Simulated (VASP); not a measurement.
# AlN (F-43m) in VASP: notebook

The runs below take AlN through single point, with LDA, SVWN5.

Everything below comes from runs of VASP 6.6.1. Logs are shortened: lines on timing, memory, paths and dates and some standing lists are left out, and cuts for length are marked.

## 1. The cell of the first run

Symmetry: F-43m, No. 216, cubic system. Conventional cell: a = 4.454 Å, b = 4.454 Å, c = 4.454 Å, α = 90.00°, β = 90.00°, γ = 90.00°. Within 2.6 Å of Al (site symmetry -43m) lie 4 N at 1.93 Å. N (site symmetry -43m) has 4 Al at 1.93 Å within 2.6 Å.

## 2. Single point, LDA

Input file INCAR:

```
SYSTEM = AlN
PREC = Accurate ; ENCUT = 1330
EDIFF = 1E-6 ; ISMEAR = -1
SIGMA = 0.05 ; LREAL = .FALSE.
LASPH = .TRUE. ; NELM = 120
ALGO = Normal ; ISIF = 2
LWAVE = .FALSE. ; LCHARG = .FALSE.
GGA = CA ; NBANDS = 11
GGA_COMPAT = .FALSE.
```

Input file KPOINTS:

```
Automatic mesh
0
G
  10 10 10
  0 0 0
```

Input file POSCAR:

```
AlN
1.0
    0.0000000000      2.2268278375      2.2268278375
    2.2268278375      0.0000000000      2.2268278375
    2.2268278375      2.2268278375      0.0000000000
Al N
1 1
Direct
    0.0000000000      0.0000000000      0.0000000000
    0.2500000000      0.2500000000      0.2500000000
```

Potentials or basis: VASP PAW LDA potentials, release 64 (Al, N_h).

Command:

```console
cat potpaw_LDA.64/Al/POTCAR potpaw_LDA.64/N_h/POTCAR > POTCAR
mpirun -np 1 vasp_std > vasp.out
```

OUTCAR:

```text
SYSTEM = AlN
   PREC = Accurate
   ENCUT = 1330
   EDIFF = 1E-6
   ISMEAR = -1
   LREAL = .FALSE.
   LASPH = .TRUE.
   NELM = 120
   ISIF = 2
   GGA = CA

 ion  position               nearest neighbor table
   1  0.000  0.000  0.000-   2 1.93   2 1.93   2 1.93   2 1.93
   2  0.250  0.250  0.250-   1 1.93   1 1.93   1 1.93   1 1.93

  LATTYP: Found a face centered cubic cell.
 ALAT       =     4.4536556750

  Lattice vectors:

 A1 = (   0.0000000000,   2.2268278375,   2.2268278375)
 A2 = (   2.2268278375,   0.0000000000,   2.2268278375)
 A3 = (   2.2268278375,   2.2268278375,   0.0000000000)

Analysis of symmetry for initial positions (statically):
=====================================================================
 Subroutine PRICEL returns:
 Original cell was already a primitive cell.

 Routine SETGRP: Setting up the symmetry group for a
 face centered cubic supercell.

 Subroutine GETGRP returns: Found 24 space group operations
 (whereof 24 operations were pure point group operations)
 out of a pool of 48 trial point group operations.

The static configuration has the point symmetry T_d .

Analysis of symmetry for dynamics (positions and initial velocities):
=====================================================================
 Subroutine PRICEL returns:
 Original cell was already a primitive cell.

 Routine SETGRP: Setting up the symmetry group for a
 face centered cubic supercell.

 Subroutine GETGRP returns: Found 24 space group operations
 (whereof 24 operations were pure point group operations)
 out of a pool of 48 trial point group operations.

The dynamic configuration has the point symmetry T_d .

 Subroutine INISYM returns: Found 24 space group operations
 (whereof 24 operations are pure point group operations),
 and found     1 'primitive' translations

----------------------------------------------------------------------------------------

                                     Primitive cell

  volume of cell :      22.0846

  direct lattice vectors                    reciprocal lattice vectors
     0.000000000  2.226827838  2.226827838    -0.224534646  0.224534646  0.224534646
     2.226827838  0.000000000  2.226827838     0.224534646 -0.224534646  0.224534646
     2.226827838  2.226827838  0.000000000     0.224534646  0.224534646 -0.224534646

  length of vectors
     3.149210129  3.149210129  3.149210129     0.388905415  0.388905415  0.388905415

  position of ions in fractional coordinates (direct lattice)
     0.000000000  0.000000000  0.000000000
     0.250000000  0.250000000  0.250000000

  ion indices of the primitive-cell ions
   primitive index   ion index
                 1           1
                 2           2

----------------------------------------------------------------------------------------

 KPOINTS: Automatic mesh

Automatic generation of k-mesh.
 Grid dimensions read from file:
 generate k-points for:   10   10   10

 Generating k-lattice:

  Cartesian coordinates                     Fractional coordinates (reciprocal lattice)
    -0.022453465  0.022453465  0.022453465     0.100000000  0.000000000  0.000000000
     0.022453465 -0.022453465  0.022453465     0.000000000  0.100000000  0.000000000
     0.022453465  0.022453465 -0.022453465     0.000000000  0.000000000  0.100000000

  Length of vectors
     0.038890541  0.038890541  0.038890541

  Shift w.r.t. Gamma in fractional coordinates (k-lattice)
     0.000000000  0.000000000  0.000000000

 Subroutine IBZKPT returns following result:
 ===========================================

 Found     47 irreducible k-points:

 Following reciprocal coordinates:
            Coordinates               Weight
  0.000000  0.000000  0.000000      1.000000
  0.100000  0.000000  0.000000      8.000000
  0.200000  0.000000  0.000000      8.000000
  0.300000  0.000000  0.000000      8.000000
  0.400000  0.000000  0.000000      8.000000
  0.500000  0.000000  0.000000      4.000000
[... 16 lines left out ...]
  0.300000  0.300000  0.000000      6.000000
  0.400000  0.300000  0.000000     24.000000
 [... further k-points ...]
   k-points           NKPTS =     47   k-points in BZ     NKDIM =     47   number of bands    NBANDS=     11
   number of dos      NEDOS =    301   number of ions     NIONS =      2
   total plane-waves  NPLWV =  64000
   dimension x,y,z NGX =    40 NGY =   40 NGZ =   40
   dimension x,y,z NGXF=    80 NGYF=   80 NGZF=   80
   ions per type =               1   1
   NGX,Y,Z   is equivalent  to a cutoff of  21.12, 21.12, 21.12 a.u.
   NGXF,Y,Z  is equivalent  to a cutoff of  42.23, 42.23, 42.23 a.u.
 SYSTEM =  AlN
   PREC   = accura    normal or accurate (medium, high low for compatibility)
   ISTART =      0    job   : 0-new  1-cont  2-samecut
   ICHARG =      2    charge: 1-file 2-atom 10-const
   ISPIN  =      1    spin polarized calculation?
   LNONCOLLINEAR =      F non collinear calculations
   LSORBIT =      F    spin-orbit coupling
   LASPH  =      T    aspherical Exc in radial PAW
   ENCUT  = 1330.0 eV  97.75 Ry    9.89 a.u.   9.36  9.36  9.36*2*pi/ulx,y,z
   NELM   =    120;   NELMIN=  2; NELMDL= -5     # of ELM steps
   EDIFF  = 0.1E-05   stopping-criterion for ELM
   LREAL  =      F    real-space projection
   EDIFFG = 0.1E-04   stopping-criterion for IOM
   NSW    =      0    number of steps for IOM
   IBRION =     -1    ionic relax: 0-MD 1-quasi-New 2-CG
   NFREE  =      0    steps in history (QN), initial steepest desc. (CG)
   ISIF   =      2    stress and relaxation
   ISYM   =      2    0-nonsym 1-usesym 2-fastsym
   POTIM  = 0.5000    time-step for ionic-motion
   TEBEG  =    0.0;   TEEND  =   0.0 temperature during run
   PSTRESS=    0.0 pullay stress
   NELECT =       8.0000    total number of electrons
   NUPDOWN=      -1.0000    fix difference up-down
   EMIN   =  10.00;   EMAX   =-10.00  energy-range for DOS
   EFERMI =   0.00;   METHOD = LEGACY
   ISMEAR =    -1;   SIGMA  =   0.05  broadening in eV -4-tet -1-fermi 0-gaus
   EFERMI_NEDOS =   21; number of points for ismear=-14 and -15
   IALGO  =     38    algorithm
   IMIX   =      4    mixing-type and parameters
     AMIX     =   0.40;   BMIX     =  1.00
     AMIX_MAG =   1.60;   BMIX_MAG =  1.00
  volume/ion in A,a.u.               =      11.04        74.52
  Fermi-wavevector in a.u.,A,eV,Ry     =   1.167011  2.205331 18.529966  1.361914
  Thomas-Fermi vector in A             =   2.303516
   LORBIT       =      0    0 simple, 1 ext, 2 COOP (PROOUT), +10 PAW based schemes
   GGA     = CA    functional components
   LHFCALC =     F    Hartree Fock is set to
   AEXX    =    0.0000 exact exchange contribution
   IVDW    =     0    specifies the selected vdW correction
   LEPSILON=     F    determine dielectric tensor
   LRPA    =     F    only Hartree local field effects (RPA)
 non-spin polarized calculation
  energy-cutoff  :     1330.00
  volume of cell :       22.08
 maximum number of plane-waves:      2454
 NGX is ok and might be reduce to    40
   NGX = 19   NGY = 19   NGZ = 19

 number of electron       8.0000000 magnetization

 Free energy of the ion-electron system (eV)
  ---------------------------------------------------
  ext. energy  EPLUGINS =         0.00000000
  ---------------------------------------------------
  free energy    TOTEN  =       -16.31143354 eV

  energy without entropy =      -16.31143354  energy(sigma->0) =      -16.31143354

 E-fermi :   6.5092     XC(G=0): -11.0298

 val. band max:        5.4887502397   @ k =   0.0000   0.0000   0.0000
 cond. band min:       8.6860179388   @ k =   0.5000   0.5000   0.0000
 fundamental gap:      3.1972676990
 Fermi energy:         6.5092151980

 k-point     1 :       0.0000    0.0000    0.0000
  band No.  band energies     occupation
      1      -8.9997      2.00000
      2       5.4888      2.00000
      3       5.4888      2.00000
      4       5.4888      2.00000
      5       9.2167      0.00000
      6      17.2676      0.00000
      7      17.2676      0.00000
      8      17.2676      0.00000
      9      22.5615      0.00000
     10      22.5615      0.00000
     11      23.8366      0.00000

 k-point     2 :       0.1000    0.0000    0.0000
  band No.  band energies     occupation
      1      -8.8600      2.00000
      2       4.6823      2.00000
      3       5.4370      2.00000
      4       5.4370      2.00000
      5       9.8771      0.00000
      6      16.8881      0.00000
      7      17.3938      0.00000
      8      17.3938      0.00000
      9      21.3532      0.00000
     10      21.3532      0.00000
     11      23.0679      0.00000

 k-point     3 :       0.2000    0.0000    0.0000
  band No.  band energies     occupation
      1      -8.4627      2.00000
      2       3.1229      2.00000
      3       5.3084      2.00000
      4       5.3084      2.00000
      5      10.9706      0.00000
      6      16.1289      0.00000
      7      17.3785      0.00000
      8      17.3785      0.00000
      9      20.7932      0.00000
     10      20.7932      0.00000
     11      22.1856      0.00000

 k-point     4 :       0.3000    0.0000    0.0000
  band No.  band energies     occupation
      1      -7.8862      2.00000
      2       1.5390      2.00000
      3       5.1612      2.00000
      4       5.1612      2.00000
      5      11.7661      0.00000
      6      15.4561      0.00000
      7      16.8339      0.00000
      8      16.8339      0.00000
      9      21.7071      0.00000
     10      21.7071      0.00000
     11      21.9142      0.00000
[... 239 lines left out ...]
 k-point    22 :      -0.2000    0.2000    0.0000
  band No.  band energies     occupation
      1      -7.6967      2.00000
      2       1.8267      2.00000
      3       3.8369      2.00000
      4       5.2298      2.00000
      5      12.5599      0.00000
      6      14.8529      0.00000
      7      16.1779      0.00000
      8      17.3697      0.00000
      9      19.8057      0.00000
     10      22.9448      0.00000
     11      25.9914      0.00000

 k-point    23 :       0.3000    0.3000    0.0000
  band No.  band energies     occupation
      1      -7.5274      2.00000
      2       2.0446      2.00000
      3       4.2786      2.00000
      4       4.2786      2.00000
      5      10.5540      0.00000
      6      14.5686      0.00000
      7      16.6515      0.00000
      8      19.1181      0.00000
      9      19.1181      0.00000
     10      25.1288      0.00000
     11      28.1134      0.00000

 k-point    24 :       0.4000    0.3000    0.0000
  band No.  band energies     occupation
      1      -7.0869      2.00000
      2       1.4359      2.00000
      3       3.8278      2.00000
      4       4.1185      2.00000
      5      10.1881      0.00000
      6      14.4287      0.00000
      7      16.9298      0.00000
      8      19.2319      0.00000
      9      19.6925      0.00000
     10      25.9317      0.00000
     11      27.8960      0.00000

 [... further k-points ...]

------------------------ aborting loop because EDIFF is reached ----------------------------------------

  FORCE on cell =-STRESS in cart. coord.  units (eV):
  Direction    XX          YY          ZZ          XY          YZ          ZX
  --------------------------------------------------------------------------------------
  -------------------------------------------------------------------------------------
  Total       -1.8582230     -1.8582230     -1.8582230      0.0000000      0.0000000      0.0000000
  in kB     -134.8088784   -134.8088784   -134.8088784      0.0000000      0.0000000      0.0000000
  external PRESSURE =    -134.8088784 kB  Pullay stress =       0.0000000 kB

 VOLUME and BASIS-vectors are now :
 -----------------------------------------------------------------------------
  energy-cutoff  :     1330.00
  volume of cell :       22.08
      direct lattice vectors                 reciprocal lattice vectors
     0.000000000  2.226827838  2.226827838    -0.224534646  0.224534646  0.224534646
     2.226827838  0.000000000  2.226827838     0.224534646 -0.224534646  0.224534646
     2.226827838  2.226827838  0.000000000     0.224534646  0.224534646 -0.224534646

 POSITION                                       TOTAL-FORCE (eV/Angst)
 -----------------------------------------------------------------------------------
      0.00000      0.00000      0.00000         0.000000     -0.000000     -0.000000
      1.11341      1.11341      1.11341        -0.000000      0.000000      0.000000
 -----------------------------------------------------------------------------------
    total drift:                               -0.000000     -0.000000     -0.000000

  FREE ENERGIE OF THE ION-ELECTRON SYSTEM (eV)
  ---------------------------------------------------
  free  energy   TOTEN  =       -16.3114335445 eV

  energy  without entropy=      -16.3114335445  energy(sigma->0) =      -16.31143354
```

It took 51 s on 1 thread of Intel Xeon Platinum 8375C at 2.90GHz (Ice Lake), shared host; peak memory 0.22 GiB.

Results:

| Property | Result |
| --- | --- |
| Free energy | -16.3114 eV |
| Pressure | -13.5 GPa |
| Band gap on the k mesh | 3.20 eV (least direct gap 3.73 eV) |

Caveat: the cell stands under tension. A k mesh can miss the band edges.

## 3. Single point, SVWN5

This run uses another cell than the first one, of 9.79 Å³/atom.

Input file INCAR:

```
SYSTEM = AlN
PREC = Accurate
ENCUT = 1330
EDIFF = 1E-6
ISMEAR = -1
SIGMA = 0.05
LREAL = .FALSE.
LASPH = .TRUE.
NELM = 120
ALGO = Normal
ISIF = 2
LWAVE = .FALSE.
LCHARG = .FALSE.
GGA = VW
NBANDS = 11
GGA_COMPAT = .FALSE.
```

KPOINTS is that of step 2.

Input file POSCAR:

```
AlN
1.0
    0.0000000000      2.1394097525      2.1394097525
    2.1394097525      0.0000000000      2.1394097525
    2.1394097525      2.1394097525      0.0000000000
Al N
1 1
Direct
    0.0000000000      0.0000000000      0.0000000000
    0.2500000000      0.2500000000      0.2500000000
```

Potentials or basis: VASP PAW PBE potentials, release 64 (Al, N_h).

Command:

```console
cat potpaw_PBE.64/Al/POTCAR potpaw_PBE.64/N_h/POTCAR > POTCAR
mpirun -np 1 vasp_std > vasp.out
```

OUTCAR:

```text
SYSTEM = AlN
   PREC = Accurate
   ENCUT = 1330
   EDIFF = 1E-6
   ISMEAR = -1
   LREAL = .FALSE.
   LASPH = .TRUE.
   NELM = 120
   ISIF = 2
   GGA = VW

 ion  position               nearest neighbor table
   1  0.000  0.000  0.000-   2 1.85   2 1.85   2 1.85   2 1.85
   2  0.250  0.250  0.250-   1 1.85   1 1.85   1 1.85   1 1.85

  LATTYP: Found a face centered cubic cell.
 ALAT       =     4.2788195050

  Lattice vectors:

[... 521 lines left out ...]

------------------------ aborting loop because EDIFF is reached ----------------------------------------

  FORCE on cell =-STRESS in cart. coord.  units (eV):
  Direction    XX          YY          ZZ          XY          YZ          ZX
  --------------------------------------------------------------------------------------
  -------------------------------------------------------------------------------------
  Total        1.3744620      1.3744620      1.3744620      0.0000000      0.0000000      0.0000000
  in kB      112.4427340    112.4427340    112.4427340      0.0000000      0.0000000      0.0000000
  external PRESSURE =     112.4427340 kB  Pullay stress =       0.0000000 kB

 VOLUME and BASIS-vectors are now :
 -----------------------------------------------------------------------------
  energy-cutoff  :     1330.00
  volume of cell :       19.58
      direct lattice vectors                 reciprocal lattice vectors
     0.000000000  2.139409753  2.139409753    -0.233709321  0.233709321  0.233709321
     2.139409753  0.000000000  2.139409753     0.233709321 -0.233709321  0.233709321
     2.139409753  2.139409753  0.000000000     0.233709321  0.233709321 -0.233709321

 POSITION                                       TOTAL-FORCE (eV/Angst)
 -----------------------------------------------------------------------------------
      0.00000      0.00000      0.00000         0.000000      0.000000      0.000000
      1.06970      1.06970      1.06970        -0.000000     -0.000000     -0.000000
 -----------------------------------------------------------------------------------
    total drift:                                0.000000      0.000000      0.000000

  FREE ENERGIE OF THE ION-ELECTRON SYSTEM (eV)
  ---------------------------------------------------
  free  energy   TOTEN  =       -16.3490819938 eV

  energy  without entropy=      -16.3490819938  energy(sigma->0) =      -16.34908199
```

It took 79 s on 1 thread of AMD EPYC 7R43 (Zen 3), shared host; peak memory 0.15 GiB.

Results:

| Property | Result |
| --- | --- |
| Free energy | -16.3491 eV |
| Pressure | 11.2 GPa |
| Band gap on the k mesh | 3.26 eV (least direct gap 4.79 eV) |

Caveat: the cell stands under pressure; the PAW data sets were made with another functional, which shifts forces and pressure a little. A k mesh can miss the band edges.
